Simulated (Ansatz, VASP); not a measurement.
Two plane-wave programs on Zr2Br3Cl

```
Zr Br Cl
1.0
     4.49118    0.00000    0.00000
    -2.24559    3.88948    0.00000
     0.00000    0.00000    9.56482
Zr Br Cl
2 3 1
Cartesian
  0.0000 2.5930 0.0000
  2.2456 1.2965 4.7824
  2.2456 1.2965 7.5089
  2.2456 1.2965 2.0559
  0.0000 2.5930 4.7824
  0.0000 0.0000 0.0000
```

Alike in both runs: functional PBE; k mesh 6 × 6 × 2; occupations gaussian, width 0.1 eV; no spin polarisation.

Ansatz relaxed the structure, and its values are those at the end. VASP's run is a single point on that final structure, the one shown.

```csv
,VASP,Ansatz
version,VASP 6.6.1,Ansatz 0.2.0
potentials or method,"VASP PAW PBE potentials, release 64 (Zr_sv, Br, Cl), cutoff 520 eV","scalar-relativistic, plane waves, PAW"
valence electrons in the cell,52,52
```

|  | VASP | Ansatz | Ansatz less VASP |
| --- | --- | --- | --- |
| gap on the k mesh at the Fermi level (eV) | none | none | - |
| pressure (GPa) | 0.0 | 0.0 | -0.03 |

A gap of «none» marks a metal or a gap that the smearing closes. With one functional, cell and mesh, what is left measures potentials, basis and numerics.
